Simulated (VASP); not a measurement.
# NbTeS4 (Cmmm) in VASP: further runs

Runs on NbTeS4. Level: PBE. Tasks: single point, relaxation of cell and atoms.

Everything below comes from runs of VASP 6.6.1. Logs are shortened: lines on timing, memory, paths and dates and some standing lists are left out, and cuts for length are marked.

### Step 1. The cell of the first run

The structure is orthorhombic, space group Cmmm (No. 65). Conventional cell: a = 8.223 Å, b = 8.251 Å, c = 3.806 Å, α = 90.00°, β = 90.00°, γ = 90.00°. Within 3.2 Å of Nb (site symmetry mmm) lie 6 S at 2.44 Å. Within 3.3 Å of Te (site symmetry mmm) lie 6 S at 2.53 to 2.59 Å. Within 3.2 Å of S (site symmetry 2mm) lie 1 Nb at 2.44 Å and 2 Te at 2.53 Å. Within 3.2 Å of S (site symmetry m2m) lie 2 Nb at 2.44 Å and 1 Te at 2.59 Å and 1 S at 3.07 Å.

The cell was built from a structure type or drawn by symmetry, and may not be a known phase.

### Step 2. Single point, PBE

Contents of INCAR:

```
SYSTEM = NbTeS4
  ALGO = Normal
  EDIFF = 1E-6
  ENCUT = 520
  GGA = PE
  ISIF = 2
  ISMEAR = 0
  LASPH = .TRUE.
  LCHARG = .TRUE.
  LELF = .TRUE.
  LREAL = .FALSE.
  LVHAR = .TRUE.
  LWAVE = .FALSE.
  NBANDS = 30
  NELM = 100
  PREC = Accurate
  SIGMA = 0.1
```

Contents of KPOINTS:

```
k-points
0
G
  4 4 4
  0 0 0
```

Contents of POSCAR:

```
NbTeS4
1.0
    4.1114641900     -4.1255489300      0.0000000000
    4.1114641900      4.1255489300      0.0000000000
    0.0000000000      0.0000000000      3.8063479900
Nb Te S
1 1 4
Direct
    0.5000000000      0.5000000000      0.5000000000
    0.0000000000      0.0000000000      0.0000000000
    0.2033679900      0.2033679900      0.5000000000
    0.7966320100      0.7966320100      0.5000000000
    0.6859680000      0.3140320000      0.0000000000
    0.3140320000      0.6859680000      0.0000000000
```

Potentials or basis: VASP PAW PBE potentials, release 64 (Nb_sv, Te, S).

Started as:

```
$ cat potpaw_PBE.64/Nb_sv/POTCAR potpaw_PBE.64/Te/POTCAR potpaw_PBE.64/S/POTCAR > POTCAR
$ mpirun -np 1 vasp_std > vasp.out
```

OUTCAR:

```text
SYSTEM = NbTeS4
   EDIFF = 1E-6
   ENCUT = 520
   GGA = PE
   ISIF = 2
   ISMEAR = 0
   LASPH = .TRUE.
   LREAL = .FALSE.
   NELM = 100
   PREC = Accurate

 ion  position               nearest neighbor table
   1  0.500  0.500  0.500-   3 2.44   4 2.44   5 2.44   6 2.44   5 2.44   6 2.44
   2  0.000  0.000  0.000-   3 2.53   4 2.53   3 2.53   4 2.53   5 2.59   6 2.59
   3  0.203  0.203  0.500-   1 2.44   2 2.53   2 2.53
   4  0.797  0.797  0.500-   1 2.44   2 2.53   2 2.53
   5  0.686  0.314  0.000-   1 2.44   1 2.44   2 2.59
   6  0.314  0.686  0.000-   1 2.44   1 2.44   2 2.59

  LATTYP: Found a base centered orthorhombic cell.
 ALAT       =     8.2229283800
 B/A-ratio  =     1.0034257236
 C/A-ratio  =     0.4628944597

  Lattice vectors:

 A1 = (   4.1114641900,  -4.1255489300,   0.0000000000)
 A2 = (   4.1114641900,   4.1255489300,   0.0000000000)
 A3 = (   0.0000000000,   0.0000000000,   3.8063479900)

Analysis of symmetry for initial positions (statically):
=====================================================================
 Subroutine PRICEL returns:
 Original cell was already a primitive cell.

 Routine SETGRP: Setting up the symmetry group for a
 base centered orthorhombic supercell.

 Subroutine GETGRP returns: Found  8 space group operations
 (whereof  8 operations were pure point group operations)
 out of a pool of  8 trial point group operations.

The static configuration has the point symmetry D_2h.

Analysis of symmetry for dynamics (positions and initial velocities):
=====================================================================
 Subroutine PRICEL returns:
 Original cell was already a primitive cell.

 Routine SETGRP: Setting up the symmetry group for a
 base centered orthorhombic supercell.

 Subroutine GETGRP returns: Found  8 space group operations
 (whereof  8 operations were pure point group operations)
 out of a pool of  8 trial point group operations.

The dynamic configuration has the point symmetry D_2h.

 Subroutine INISYM returns: Found  8 space group operations
 (whereof  8 operations are pure point group operations),
 and found     1 'primitive' translations

----------------------------------------------------------------------------------------

                                     Primitive cell

  volume of cell :     129.1269

  direct lattice vectors                    reciprocal lattice vectors
     4.111464190 -4.125548930  0.000000000     0.121611177 -0.121195993  0.000000000
     4.111464190  4.125548930  0.000000000     0.121611177  0.121195993  0.000000000
     0.000000000  0.000000000  3.806347990     0.000000000  0.000000000  0.262719016

  length of vectors
     5.824456349  5.824456349  3.806347990     0.171690848  0.171690848  0.262719016

  position of ions in fractional coordinates (direct lattice)
     0.500000000  0.500000000  0.500000000
     0.000000000  0.000000000  0.000000000
     0.203367990  0.203367990  0.500000000
     0.796632010  0.796632010  0.500000000
     0.685968000  0.314032000  0.000000000
     0.314032000  0.685968000  0.000000000

  ion indices of the primitive-cell ions
   primitive index   ion index
                 1           1
                 2           2
                 3           3
                 4           4
                 5           5
                 6           6

----------------------------------------------------------------------------------------

 KPOINTS: k-points

Automatic generation of k-mesh.
 Grid dimensions read from file:
 generate k-points for:    4    4    4

 Generating k-lattice:

  Cartesian coordinates                     Fractional coordinates (reciprocal lattice)
     0.030402794 -0.030298998  0.000000000     0.250000000  0.000000000  0.000000000
     0.030402794  0.030298998  0.000000000     0.000000000  0.250000000  0.000000000
     0.000000000  0.000000000  0.065679754     0.000000000  0.000000000  0.250000000

  Length of vectors
     0.042922712  0.042922712  0.065679754

  Shift w.r.t. Gamma in fractional coordinates (k-lattice)
     0.000000000  0.000000000  0.000000000

 Subroutine IBZKPT returns following result:
 ===========================================

 Found     21 irreducible k-points:

 Following reciprocal coordinates:
            Coordinates               Weight
  0.000000  0.000000  0.000000      1.000000
  0.250000  0.000000  0.000000      4.000000
  0.500000  0.000000  0.000000      2.000000
  0.250000  0.250000  0.000000      2.000000
  0.500000  0.250000  0.000000      4.000000
 -0.250000  0.250000  0.000000      2.000000
[... 13 lines left out ...]
 -0.250000  0.250000  0.500000      2.000000
  0.500000  0.500000  0.500000      1.000000
   k-points           NKPTS =     21   k-points in BZ     NKDIM =     21   number of bands    NBANDS=     30
   number of dos      NEDOS =    301   number of ions     NIONS =      6
   total plane-waves  NPLWV =  64512
   dimension x,y,z NGX =    48 NGY =   48 NGZ =   28
   dimension x,y,z NGXF=    96 NGYF=   96 NGZF=   56
   ions per type =               1   1   4
   NGX,Y,Z   is equivalent  to a cutoff of  13.70, 13.70, 12.23 a.u.
   NGXF,Y,Z  is equivalent  to a cutoff of  27.40, 27.40, 24.46 a.u.
 SYSTEM =  NbTeS4
   PREC   = accura    normal or accurate (medium, high low for compatibility)
   ISTART =      0    job   : 0-new  1-cont  2-samecut
   ICHARG =      2    charge: 1-file 2-atom 10-const
   ISPIN  =      1    spin polarized calculation?
   LNONCOLLINEAR =      F non collinear calculations
   LSORBIT =      F    spin-orbit coupling
   LASPH  =      T    aspherical Exc in radial PAW
   ENCUT  =  520.0 eV  38.22 Ry    6.18 a.u.  10.83 10.83  7.08*2*pi/ulx,y,z
   NELM   =    100;   NELMIN=  2; NELMDL= -5     # of ELM steps
   EDIFF  = 0.1E-05   stopping-criterion for ELM
   LREAL  =      F    real-space projection
   EDIFFG = 0.1E-04   stopping-criterion for IOM
   NSW    =      0    number of steps for IOM
   IBRION =     -1    ionic relax: 0-MD 1-quasi-New 2-CG
   NFREE  =      0    steps in history (QN), initial steepest desc. (CG)
   ISIF   =      2    stress and relaxation
   ISYM   =      2    0-nonsym 1-usesym 2-fastsym
   POTIM  = 0.5000    time-step for ionic-motion
   TEBEG  =    0.0;   TEEND  =   0.0 temperature during run
   PSTRESS=    0.0 pullay stress
   NELECT =      43.0000    total number of electrons
   NUPDOWN=      -1.0000    fix difference up-down
   EMIN   =  10.00;   EMAX   =-10.00  energy-range for DOS
   EFERMI =   0.00;   METHOD = LEGACY
   ISMEAR =     0;   SIGMA  =   0.10  broadening in eV -4-tet -1-fermi 0-gaus
   EFERMI_NEDOS =   21; number of points for ismear=-14 and -15
   IALGO  =     38    algorithm
   IMIX   =      4    mixing-type and parameters
     AMIX     =   0.40;   BMIX     =  1.00
     AMIX_MAG =   1.60;   BMIX_MAG =  1.00
  volume/ion in A,a.u.               =      21.52       145.23
  Fermi-wavevector in a.u.,A,eV,Ry     =   1.134729  2.144326 17.518989  1.287609
  Thomas-Fermi vector in A             =   2.271433
   LORBIT       =      0    0 simple, 1 ext, 2 COOP (PROOUT), +10 PAW based schemes
   GGA     = PE    functional components
   LHFCALC =     F    Hartree Fock is set to
   AEXX    =    0.0000 exact exchange contribution
   IVDW    =     0    specifies the selected vdW correction
   LEPSILON=     F    determine dielectric tensor
   LRPA    =     F    only Hartree local field effects (RPA)
 non-spin polarized calculation
 Gauss-broadening in eV      SIGMA  =   0.10
  energy-cutoff  :      520.00
  volume of cell :      129.13
 maximum number of plane-waves:      3512
 NGX is ok and might be reduce to    48
   NGX = 21   NGY = 21   NGZ = 15

 number of electron      42.9999994 magnetization

 Free energy of the ion-electron system (eV)
  ---------------------------------------------------
  ext. energy  EPLUGINS =         0.00000000
  ---------------------------------------------------
  free energy    TOTEN  =       -31.19166989 eV

  energy without entropy =      -31.18245397  energy(sigma->0) =      -31.18706193

 E-fermi :   6.5224     XC(G=0):  -9.8723

 val. band max:        6.4217727549   @ k =   0.5000   0.2500   0.0000
 cond. band min:       6.5729456514   @ k =   0.5000   0.0000   0.5000
 fundamental gap:      0.1511728965
 Fermi energy:         6.5224047644

 k-point     1 :       0.0000    0.0000    0.0000
  band No.  band energies     occupation
      1     -49.5268      2.00000
      2     -25.6313      2.00000
      3     -25.6159      2.00000
      4     -25.5291      2.00000
      5      -9.5241      2.00000
      6      -6.6828      2.00000
[... 22 lines left out ...]
     29      10.1064      0.00000
     30      11.6915      0.00000

 k-point     2 :       0.2500    0.0000    0.0000
  band No.  band energies     occupation
      1     -49.5268      2.00000
      2     -25.6313      2.00000
      3     -25.6160      2.00000
      4     -25.5291      2.00000
      5      -9.4329      2.00000
      6      -7.1205      2.00000
[... 22 lines left out ...]
     29      10.4557      0.00000
     30      11.8550      0.00000

 k-point     3 :       0.5000    0.0000    0.0000
  band No.  band energies     occupation
      1     -49.5268      2.00000
      2     -25.6314      2.00000
      3     -25.6161      2.00000
      4     -25.5291      2.00000
      5      -9.3241      2.00000
      6      -7.4466      2.00000
[... 22 lines left out ...]
     29      11.2770      0.00000
     30      11.7195      0.00000

 k-point     4 :       0.2500    0.2500    0.0000
  band No.  band energies     occupation
      1     -49.5268      2.00000
      2     -25.6314      2.00000
      3     -25.6161      2.00000
      4     -25.5291      2.00000
      5      -9.3677      2.00000
      6      -7.2113      2.00000
[... 517 lines left out ...]
     29      10.9477      0.00000
     30      12.1226      0.00000

 k-point    20 :      -0.2500    0.2500    0.5000
  band No.  band energies     occupation
      1     -49.5233      2.00000
      2     -25.6209      2.00000
      3     -25.6153      2.00000
      4     -25.6104      2.00000
      5      -7.5914      2.00000
      6      -7.2651      2.00000
[... 22 lines left out ...]
     29      11.2691      0.00000
     30      12.7709      0.00000

 k-point    21 :       0.5000    0.5000    0.5000
  band No.  band energies     occupation
      1     -49.5233      2.00000
      2     -25.6209      2.00000
      3     -25.6154      2.00000
      4     -25.6104      2.00000
      5      -7.4669      2.00000
      6      -7.2196      2.00000
[... 22 lines left out ...]
     29      11.2276      0.00000
     30      11.8150      0.00000

------------------------ aborting loop because EDIFF is reached ----------------------------------------

  FORCE on cell =-STRESS in cart. coord.  units (eV):
  Direction    XX          YY          ZZ          XY          YZ          ZX
  --------------------------------------------------------------------------------------
  -------------------------------------------------------------------------------------
  Total        5.6563569      5.9179174      5.9892807      0.0000000      0.0000000      0.0000000
  in kB       70.1827933     73.4281760     74.3136357      0.0000000      0.0000000      0.0000000
  external PRESSURE =      72.6415350 kB  Pullay stress =       0.0000000 kB

 VOLUME and BASIS-vectors are now :
 -----------------------------------------------------------------------------
  energy-cutoff  :      520.00
  volume of cell :      129.13
      direct lattice vectors                 reciprocal lattice vectors
     4.111464190 -4.125548930  0.000000000     0.121611177 -0.121195993  0.000000000
     4.111464190  4.125548930  0.000000000     0.121611177  0.121195993  0.000000000
     0.000000000  0.000000000  3.806347990     0.000000000  0.000000000  0.262719016

 POSITION                                       TOTAL-FORCE (eV/Angst)
 -----------------------------------------------------------------------------------
      4.11146      0.00000      1.90317         0.000000      0.000000      0.000000
      0.00000      0.00000      0.00000        -0.000000      0.000000      0.000000
      1.67228      0.00000      1.90317         1.124958      0.000000      0.000000
      6.55065      0.00000      1.90317        -1.124958      0.000000      0.000000
      4.11146     -1.53444      0.00000         0.000000      0.058516     -0.000000
      4.11146      1.53444      0.00000         0.000000     -0.058516      0.000000
 -----------------------------------------------------------------------------------
    total drift:                               -0.000000     -0.000000     -0.000000

  FREE ENERGIE OF THE ION-ELECTRON SYSTEM (eV)
  ---------------------------------------------------
  free  energy   TOTEN  =       -31.1916698905 eV

  energy  without entropy=      -31.1824539712  energy(sigma->0) =      -31.18706193
```

Wall time 2.2 min (1 thread of Intel Xeon 6975P-C (Granite Rapids), shared host); peak memory 0.28 GiB.

What came out:

| Item | Value |
| --- | --- |
| Free energy | -31.1917 eV |
| Pressure | 7.3 GPa |
| Largest force | 1.125 eV/Å |
| Band gap on the k mesh | zero (an odd number of electrons rules out a gap without spin polarisation) |

Forces in eV/Å, atoms in the order of the input:
```
Nb   0.000  0.000  0.000
Te   0.000  0.000  0.000
S    1.125  0.000  0.000
S   -1.125  0.000  0.000
S    0.000  0.059  0.000
S    0.000 -0.059  0.000
```

Caveat: the k points lie up to 0.41 Å⁻¹ apart, too coarse for converged energies and pressures of a metal; spin-orbit coupling is left out, which moves the levels of the heavy elements; forces of over 1 eV/Å act on the atoms, so gaps and moduli don't describe the material at rest.

### Step 3. Single point, PBE

This run uses another cell than the first one, of 23.40 Å³/atom.

Contents of INCAR:

```
PREC     = Accurate       # precision mode
ENCUT    = 520            # plane-wave cutoff, eV
EDIFF    = 1E-6           # SCF threshold, eV
ISMEAR   = 0              # smearing method
SIGMA    = 0.1            # smearing width, eV
LREAL    = False          # projectors in reciprocal space
LASPH    = True           # aspherical terms in the spheres
NELM     = 100            # most SCF steps
ALGO     = Normal         # electronic algorithm
ISIF     = 2              # what is computed and relaxed
LWAVE    = False          # write WAVECAR
LCHARG   = True           # write CHGCAR
GGA      = PE             # functional
LELF     = True           # ELF
LVHAR    = True         
NBANDS   = 30             # bands
```

Contents of KPOINTS:

```
regular mesh
0
Gamma
  4 4 4
```

Contents of POSCAR:

```
NbTeS4
1.0
    4.2977009973     -4.3325072194      0.0000000000
    4.2977009973      4.3325072194      0.0000000000
    0.0000000000      0.0000000000      3.7709166770
Nb Te S
1 1 4
Direct
    0.5000000000      0.5000000000      0.5000000000
    0.0000000000      0.0000000000      0.0000000000
    0.2140561297      0.2140561297      0.5000000000
    0.7859438703      0.7859438703      0.5000000000
    0.6851432646      0.3148567354      0.0000000000
    0.3148567354      0.6851432646      0.0000000000
```

Potentials or basis: VASP PAW PBE potentials, release 64 (Nb_sv, Te, S).

Started as:

```
$ cat potpaw_PBE.64/Nb_sv/POTCAR potpaw_PBE.64/Te/POTCAR potpaw_PBE.64/S/POTCAR > POTCAR
$ mpirun -np 1 vasp_std > vasp.out
```

It took 1.7 min on 1 thread of Intel Xeon 6975P-C (Granite Rapids), shared host; peak memory 0.28 GiB.

The run converged. Its results:

| Quantity | Value |
| --- | --- |
| Free energy | -31.5364 eV |
| Pressure | 0.1 GPa |
| Largest force | 0.014 eV/Å |
| Band gap on the k mesh | zero (an odd number of electrons rules out a gap without spin polarisation) |

Forces in eV/Å, atoms in the order of the input:
```
Nb   0.000  0.000  0.000
Te   0.000  0.000  0.000
S    0.014  0.000  0.000
S   -0.014  0.000  0.000
S    0.000  0.010  0.000
S    0.000 -0.010  0.000
```

Stress tensor (GPa, compression positive):
```
 0.09  0.00  0.00
 0.00  0.18  0.00
 0.00  0.00 -0.10
```

Levels at points of the mesh, in eV from the Fermi level:
| k point | band 19 | band 20 | band 21 | band 22 | band 23 | band 24 |
| --- | --- | --- | --- | --- | --- | --- |
| (0.00, 0.00, 0.00) | -1.51 | -1.16 | -0.52 | 0.24 | 0.55 | 0.81 |
| (0.50, 0.00, 0.00) | -1.58 | -1.37 | -0.83 | -0.68 | -0.59 | 0.43 |
| (0.50, 0.50, 0.00) | -2.13 | -1.97 | -1.67 | 0.01 | 0.61 | 1.48 |
| (0.00, 0.00, 0.50) | -2.24 | -1.95 | -1.32 | 0.09 | 0.70 | 0.76 |
| (0.50, 0.00, 0.50) | -1.71 | -1.56 | -0.74 | 0.31 | 0.59 | 0.68 |
| (0.50, 0.50, 0.50) | -1.89 | -1.53 | -1.26 | 0.42 | 0.47 | 0.49 |

Caveat: the k points lie up to 0.42 Å⁻¹ apart, too coarse for converged energies and pressures of a metal; spin-orbit coupling is left out, which moves the levels of the heavy elements.

[end of part 1 of 2]
